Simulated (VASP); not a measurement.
LuAg3P4: single point with PBE

LuAg3P4:

```
Lu Ag P
1.0
     4.49425    0.00000    0.00000
    -2.24713    3.89214    0.00000
     0.00000    0.00000    8.49023
Lu Ag P
1 3 4
Cartesian
  0.0000 0.0000 0.0000
  0.0000 2.5948 1.6364
  2.2471 1.2974 6.8539
  0.0000 0.0000 4.2451
  0.0000 2.5948 6.9673
  2.2471 1.2974 1.5230
  0.0000 2.5948 4.6042
  2.2471 1.2974 3.8861
```

The cell was built from a structure type or drawn by symmetry, and may not be a known phase.

```
Program             : VASP 6.6.1
Task                : single point
Functional          : PBE
Potentials or basis : VASP PAW PBE potentials, release 64 (Lu, Ag, P)
Cutoff              : 520 eV
k mesh              : 6 × 6 × 2
Occupations         : gaussian, width 0.1 eV
Spin                : no spin polarisation
```

The pressure is 0.1 GPa, the largest force is 0.052 eV/Å and the band gap on the k mesh is zero (bands 39 and 40 overlap by 1.02 eV).

Forces in eV/Å, atoms in the order of the input:
```
Lu   0.000  0.000  0.000
Ag   0.000  0.000 -0.004
Ag   0.000  0.000  0.004
Ag   0.000  0.000  0.000
P    0.000  0.000 -0.052
P    0.000  0.000  0.052
P    0.000  0.000  0.023
P    0.000  0.000 -0.023
```

Levels at points of the mesh, in eV from the Fermi level:
| k point | band 37 | band 38 | band 39 | band 40 | band 41 | band 42 |
| --- | --- | --- | --- | --- | --- | --- |
| (0.00, 0.00, 0.00) | -1.05 | -1.05 | -0.42 | -0.25 | -0.25 | 0.30 |
| (0.50, 0.00, 0.00) | -2.15 | -2.00 | -0.43 | -0.30 | 0.85 | 1.56 |
| (0.00, 0.00, 0.50) | -1.28 | -1.28 | -0.81 | -0.64 | -0.05 | -0.05 |
| (0.50, 0.00, 0.50) | -2.49 | -2.21 | -0.61 | 0.40 | 1.71 | 2.19 |

Run time: 64 s on 1 thread of Intel(R) Xeon(R) 6975P-C (Granite Rapids), on a shared host, peak memory 0.33 GiB.

Caveat: the k points lie up to 0.37 Å⁻¹ apart, too coarse for converged energies and pressures of a metal; spin-orbit coupling is left out, which moves the levels of the heavy elements.
